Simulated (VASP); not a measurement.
# I (Pm-3n) in VASP: single point with PBE

Aim: the single point of I with PBE.

Program: VASP 6.6.1. These are calculated values, not measurements. Logs are shortened: lines on timing, memory, paths and dates and some standing lists are left out, and cuts for length are marked.

**1. The cell of the first run**

Symmetry: Pm-3n, No. 223, cubic system. The conventional cell has a = 6.583 Å, b = 6.583 Å, c = 6.583 Å, α = 90.00°, β = 90.00°, γ = 90.00°. Within 4.8 Å of I (site symmetry m-3) lie 12 I at 3.68 Å. I (site symmetry -4m2) has 14 I at 3.29 to 4.03 Å within 4.3 Å.

**2. Single point, PBE**

INCAR reads:

```
  PREC = Accurate
  ENCUT = 520
  EDIFF = 1E-6
  ISMEAR = 0
  SIGMA = 0.1
  LREAL = False
  LASPH = True
  NELM = 80
  ALGO = Normal
  ISIF = 2
  LWAVE = False
  LCHARG = False
  GGA = PE
  NBANDS = 38
```

KPOINTS reads:

```
Automatic mesh
0
Gamma
  6 6 6
```

POSCAR reads:

```
I
1.0
    6.5833927077      0.0000000000      0.0000000000
    0.0000000000      6.5833927077      0.0000000000
    0.0000000000      0.0000000000      6.5833927077
I
8
Direct
    0.5000000000      0.5000000000      0.5000000000
    0.0000000000      0.0000000000      0.0000000000
    0.2500000000      0.0000000000      0.5000000000
    0.5000000000      0.2500000000      0.0000000000
    0.5000000000      0.7500000000      0.0000000000
    0.7500000000      0.0000000000      0.5000000000
    0.0000000000      0.5000000000      0.7500000000
    0.0000000000      0.5000000000      0.2500000000
```

Potentials or basis: VASP PAW PBE potentials, release 64 (I).

Started as:

```bash
$ cat potpaw_PBE.64/I/POTCAR > POTCAR
$ mpirun -np 1 vasp_std > vasp.out
```

OUTCAR:

```text
PREC = Accurate
   ENCUT = 520
   EDIFF = 1E-6
   ISMEAR = 0
   LREAL = False
   LASPH = True
   NELM = 80
   ISIF = 2
   GGA = PE

 ion  position               nearest neighbor table
   1  0.500  0.500  0.500-
   2  0.000  0.000  0.000-
   3  0.250  0.000  0.500-   6 3.29   6 3.29
   4  0.500  0.250  0.000-   5 3.29   5 3.29
   5  0.500  0.750  0.000-   4 3.29   4 3.29
   6  0.750  0.000  0.500-   3 3.29   3 3.29
   7  0.000  0.500  0.750-   8 3.29   8 3.29
   8  0.000  0.500  0.250-   7 3.29   7 3.29

  LATTYP: Found a simple cubic cell.
 ALAT       =     6.5833927077

  Lattice vectors:

 A1 = (   6.5833927077,   0.0000000000,   0.0000000000)
 A2 = (   0.0000000000,   6.5833927077,   0.0000000000)
 A3 = (   0.0000000000,   0.0000000000,   6.5833927077)

Analysis of symmetry for initial positions (statically):
=====================================================================
 Subroutine PRICEL returns:
 Original cell was already a primitive cell.

 Routine SETGRP: Setting up the symmetry group for a
 simple cubic supercell.

 Subroutine GETGRP returns: Found 48 space group operations
 (whereof 24 operations were pure point group operations)
 out of a pool of 48 trial point group operations.

The static configuration has the point symmetry T_h .
 The point group associated with its full space group is O_h .

Analysis of symmetry for dynamics (positions and initial velocities):
=====================================================================
 Subroutine PRICEL returns:
 Original cell was already a primitive cell.

 Routine SETGRP: Setting up the symmetry group for a
 simple cubic supercell.

 Subroutine GETGRP returns: Found 48 space group operations
 (whereof 24 operations were pure point group operations)
 out of a pool of 48 trial point group operations.

The dynamic configuration has the point symmetry T_h .
 The point group associated with its full space group is O_h .

 Subroutine INISYM returns: Found 48 space group operations
 (whereof 24 operations are pure point group operations),
 and found     1 'primitive' translations

----------------------------------------------------------------------------------------

                                     Primitive cell

  volume of cell :     285.3312

  direct lattice vectors                    reciprocal lattice vectors
     6.583392708  0.000000000  0.000000000     0.151897364  0.000000000  0.000000000
     0.000000000  6.583392708  0.000000000     0.000000000  0.151897364  0.000000000
     0.000000000  0.000000000  6.583392708     0.000000000  0.000000000  0.151897364

  length of vectors
     6.583392708  6.583392708  6.583392708     0.151897364  0.151897364  0.151897364

  position of ions in fractional coordinates (direct lattice)
     0.500000000  0.500000000  0.500000000
     0.000000000  0.000000000  0.000000000
     0.250000000  0.000000000  0.500000000
     0.500000000  0.250000000  0.000000000
     0.500000000  0.750000000  0.000000000
     0.750000000  0.000000000  0.500000000
     0.000000000  0.500000000  0.750000000
     0.000000000  0.500000000  0.250000000

  ion indices of the primitive-cell ions
   primitive index   ion index
                 1           1
                 2           2
                 3           3
                 4           4
                 5           5
                 6           6
                 7           7
                 8           8

----------------------------------------------------------------------------------------

 KPOINTS: Automatic mesh

Automatic generation of k-mesh.
 Grid dimensions read from file:
 generate k-points for:    6    6    6

 Generating k-lattice:

  Cartesian coordinates                     Fractional coordinates (reciprocal lattice)
     0.025316227  0.000000000  0.000000000     0.166666667  0.000000000  0.000000000
     0.000000000  0.025316227  0.000000000     0.000000000  0.166666667  0.000000000
     0.000000000  0.000000000  0.025316227     0.000000000  0.000000000  0.166666667

  Length of vectors
     0.025316227  0.025316227  0.025316227

  Shift w.r.t. Gamma in fractional coordinates (k-lattice)
     0.000000000  0.000000000  0.000000000

 Subroutine IBZKPT returns following result:
 ===========================================

 Found     20 irreducible k-points:

 Following reciprocal coordinates:
            Coordinates               Weight
  0.000000  0.000000  0.000000      1.000000
  0.166667  0.000000  0.000000      6.000000
  0.333333  0.000000  0.000000      6.000000
  0.500000  0.000000  0.000000      3.000000
  0.166667  0.166667  0.000000     12.000000
  0.333333  0.166667  0.000000     24.000000
[... 12 lines left out ...]
  0.500000  0.500000  0.333333      6.000000
  0.500000  0.500000  0.500000      1.000000
   k-points           NKPTS =     20   k-points in BZ     NKDIM =     20   number of bands    NBANDS=     38
   number of dos      NEDOS =    301   number of ions     NIONS =      8
   total plane-waves  NPLWV = 125000
   dimension x,y,z NGX =    50 NGY =   50 NGZ =   50
   dimension x,y,z NGXF=   100 NGYF=  100 NGZF=  100
   ions per type =               8
   NGX,Y,Z   is equivalent  to a cutoff of  12.63, 12.63, 12.63 a.u.
   NGXF,Y,Z  is equivalent  to a cutoff of  25.25, 25.25, 25.25 a.u.
 SYSTEM =  unknown system
   PREC   = accura    normal or accurate (medium, high low for compatibility)
   ISTART =      0    job   : 0-new  1-cont  2-samecut
   ICHARG =      2    charge: 1-file 2-atom 10-const
   ISPIN  =      1    spin polarized calculation?
   LNONCOLLINEAR =      F non collinear calculations
   LSORBIT =      F    spin-orbit coupling
   LASPH  =      T    aspherical Exc in radial PAW
   ENCUT  =  520.0 eV  38.22 Ry    6.18 a.u.  12.24 12.24 12.24*2*pi/ulx,y,z
   NELM   =     80;   NELMIN=  2; NELMDL= -5     # of ELM steps
   EDIFF  = 0.1E-05   stopping-criterion for ELM
   LREAL  =      F    real-space projection
   EDIFFG = 0.1E-04   stopping-criterion for IOM
   NSW    =      0    number of steps for IOM
   IBRION =     -1    ionic relax: 0-MD 1-quasi-New 2-CG
   NFREE  =      0    steps in history (QN), initial steepest desc. (CG)
   ISIF   =      2    stress and relaxation
   ISYM   =      2    0-nonsym 1-usesym 2-fastsym
   POTIM  = 0.5000    time-step for ionic-motion
   TEBEG  =    0.0;   TEEND  =   0.0 temperature during run
   PSTRESS=    0.0 pullay stress
   NELECT =      56.0000    total number of electrons
   NUPDOWN=      -1.0000    fix difference up-down
   EMIN   =  10.00;   EMAX   =-10.00  energy-range for DOS
   EFERMI =   0.00;   METHOD = LEGACY
   ISMEAR =     0;   SIGMA  =   0.10  broadening in eV -4-tet -1-fermi 0-gaus
   EFERMI_NEDOS =   21; number of points for ismear=-14 and -15
   IALGO  =     38    algorithm
   IMIX   =      4    mixing-type and parameters
     AMIX     =   0.40;   BMIX     =  1.00
     AMIX_MAG =   1.60;   BMIX_MAG =  1.00
  volume/ion in A,a.u.               =      35.67       240.69
  Fermi-wavevector in a.u.,A,eV,Ry     =   0.951381  1.797849 12.314981  0.905126
  Thomas-Fermi vector in A             =   2.079846
   LORBIT       =      0    0 simple, 1 ext, 2 COOP (PROOUT), +10 PAW based schemes
   GGA     = PE    functional components
   LHFCALC =     F    Hartree Fock is set to
   AEXX    =    0.0000 exact exchange contribution
   IVDW    =     0    specifies the selected vdW correction
   LEPSILON=     F    determine dielectric tensor
   LRPA    =     F    only Hartree local field effects (RPA)
 non-spin polarized calculation
 Gauss-broadening in eV      SIGMA  =   0.10
  energy-cutoff  :      520.00
  volume of cell :      285.33
 maximum number of plane-waves:      7712
 NGX is ok and might be reduce to    50
   NGX = 25   NGY = 25   NGZ = 25

 number of electron      55.9999992 magnetization

 Free energy of the ion-electron system (eV)
  ---------------------------------------------------
  ext. energy  EPLUGINS =         0.00000000
  ---------------------------------------------------
  free energy    TOTEN  =        -8.87031534 eV

  energy without entropy =       -8.79610768  energy(sigma->0) =       -8.83321151

 E-fermi :   4.2355     XC(G=0):  -9.0171

 val. band max:        4.2163814362   @ k =   0.5000   0.3333   0.3333
 cond. band min:       4.2370341815   @ k =   0.3333   0.1667   0.0000
 fundamental gap:      0.0206527453
 Fermi energy:         4.2355270481

 k-point     1 :       0.0000    0.0000    0.0000
  band No.  band energies     occupation
      1      -9.1253      2.00000
      2      -8.0580      2.00000
      3      -8.0580      2.00000
      4      -7.8157      2.00000
      5      -7.2443      2.00000
      6      -7.1043      2.00000
[... 30 lines left out ...]
     37      10.9067      0.00000
     38      11.1348      0.00000

 k-point     2 :       0.1667    0.0000    0.0000
  band No.  band energies     occupation
      1      -9.0656      2.00000
      2      -8.1211      2.00000
      3      -8.0139      2.00000
      4      -7.8321      2.00000
      5      -7.2784      2.00000
      6      -7.1572      2.00000
[... 30 lines left out ...]
     37      11.0311      0.00000
     38      11.2871      0.00000

 k-point     3 :       0.3333    0.0000    0.0000
  band No.  band energies     occupation
      1      -8.8941      2.00000
      2      -8.3447      2.00000
      3      -7.8993      2.00000
      4      -7.8039      2.00000
      5      -7.3578      2.00000
      6      -7.2911      2.00000
[... 30 lines left out ...]
     37      11.3798      0.00000
     38      11.4120      0.00000

 k-point     4 :       0.5000    0.0000    0.0000
  band No.  band energies     occupation
      1      -8.6361      2.00000
      2      -8.6361      2.00000
      3      -7.7938      2.00000
      4      -7.7938      2.00000
      5      -7.3957      2.00000
      6      -7.3957      2.00000
[... 30 lines left out ...]
     37      11.6531      0.00000
     38      11.6604      0.00000
[... 539 lines left out ...]
      4      -7.8401      2.00000
      5      -7.6876      2.00000
      6      -7.6876      2.00000
[... 30 lines left out ...]
     37      11.5112      0.00000
     38      11.5132      0.00000

 k-point    19 :       0.5000    0.5000    0.3333
  band No.  band energies     occupation
      1      -8.0730      2.00000
      2      -8.0083      2.00000
      3      -8.0083      2.00000
      4      -7.9302      2.00000
      5      -7.6504      2.00000
      6      -7.6162      2.00000
[... 30 lines left out ...]
     37      11.4150      0.00000
     38      11.8098      0.00000

 k-point    20 :       0.5000    0.5000    0.5000
  band No.  band energies     occupation
      1      -7.8470      2.00000
      2      -7.8470      2.00000
      3      -7.7939      2.00000
      4      -7.7939      2.00000
      5      -7.7939      2.00000
      6      -7.7939      2.00000
[... 30 lines left out ...]
     37      11.3120      0.00000
     38      11.3120      0.00000

------------------------ aborting loop because EDIFF is reached ----------------------------------------

  FORCE on cell =-STRESS in cart. coord.  units (eV):
  Direction    XX          YY          ZZ          XY          YZ          ZX
  --------------------------------------------------------------------------------------
  -------------------------------------------------------------------------------------
  Total       -0.0791105     -0.0791105     -0.0791105      0.0000000     -0.0000000     -0.0000000
  in kB       -0.4442174     -0.4442174     -0.4442174      0.0000000     -0.0000000     -0.0000000
  external PRESSURE =      -0.4442174 kB  Pullay stress =       0.0000000 kB

 VOLUME and BASIS-vectors are now :
 -----------------------------------------------------------------------------
  energy-cutoff  :      520.00
  volume of cell :      285.33
      direct lattice vectors                 reciprocal lattice vectors
     6.583392708  0.000000000  0.000000000     0.151897364  0.000000000  0.000000000
     0.000000000  6.583392708  0.000000000     0.000000000  0.151897364  0.000000000
     0.000000000  0.000000000  6.583392708     0.000000000  0.000000000  0.151897364

 POSITION                                       TOTAL-FORCE (eV/Angst)
 -----------------------------------------------------------------------------------
      3.29170      3.29170      3.29170        -0.000000      0.000000      0.000000
      0.00000      0.00000      0.00000        -0.000000      0.000000      0.000000
      1.64585      0.00000      3.29170         0.000000     -0.000000     -0.000000
      3.29170      1.64585      0.00000        -0.000000      0.000000      0.000000
      3.29170      4.93754      0.00000         0.000000     -0.000000     -0.000000
      4.93754      0.00000      3.29170        -0.000000      0.000000      0.000000
      0.00000      3.29170      4.93754         0.000000      0.000000      0.000000
      0.00000      3.29170      1.64585        -0.000000     -0.000000      0.000000
 -----------------------------------------------------------------------------------
    total drift:                                0.000000     -0.000000      0.000000

  FREE ENERGIE OF THE ION-ELECTRON SYSTEM (eV)
  ---------------------------------------------------
  free  energy   TOTEN  =        -8.8703153353 eV

  energy  without entropy=       -8.7961076782  energy(sigma->0) =       -8.83321151
```

Wall time 1.7 min (1 thread of Intel Xeon Platinum 8488C (Sapphire Rapids), shared host); peak memory 0.42 GiB.

Results:

```
Free energy            : -8.8703 eV
Pressure               : 0.0 GPa
Band gap on the k mesh : zero (band 28 reaches 4.45 eV, above the bottom of band 29 at 3.57 eV)
```

Levels at points of the mesh, in eV from the Fermi level:
```
           k point  band 26  band 27  band 28  band 29  band 30  band 31
(0.00, 0.00, 0.00)    -0.37     0.20     0.20     0.20     1.55     1.55
(0.50, 0.00, 0.00)    -0.54     0.21     0.21     0.36     0.36     1.46
(0.50, 0.50, 0.00)    -0.48    -0.45    -0.36    -0.31     0.35     0.35
(0.50, 0.50, 0.50)    -1.00    -0.67    -0.67    -0.67    -0.67    -0.67
```

Caveat: spin-orbit coupling is left out, which moves the levels of the heavy elements.
